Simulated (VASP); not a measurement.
Here is a VASP 6.6.1 calculation.

File INCAR:

```
  ALGO = Normal
  EDIFF = 1E-7
  ENCUT = 520
  GGA = PE
  ISIF = 2
  ISMEAR = 0
  LASPH = T
  LCHARG = T
  LELF = T
  LREAL = F
  LVHAR = T
  LWAVE = F
  NBANDS = 11
  NELM = 60
  PREC = Accurate
  SIGMA = 0.1
```

Contents of KPOINTS:

```
k-points
0
Gamma
  6 6 6
```

Contents of POSCAR:

```
BP
1.0
    0.0000000000      2.2690000500      2.2690000500
    2.2690000500      0.0000000000      2.2690000500
    2.2690000500      2.2690000500      0.0000000000
B P
1 1
Direct
    0.0000000000      0.0000000000      0.0000000000
    0.2500000000      0.2500000000      0.2500000000
```

Potentials or basis: VASP PAW PBE potentials, release 64 (B, P).

Run with:

```bash
$ cat potpaw_PBE.64/B/POTCAR potpaw_PBE.64/P/POTCAR > POTCAR
$ mpirun -np 1 vasp_std > vasp.out
```

(1) Predict the pressure.

(2) Estimate the band gap on the k mesh.

## Answers

(1) 1.0 GPa.

(2) 1.33 eV, indirect (least direct gap 3.40 eV).
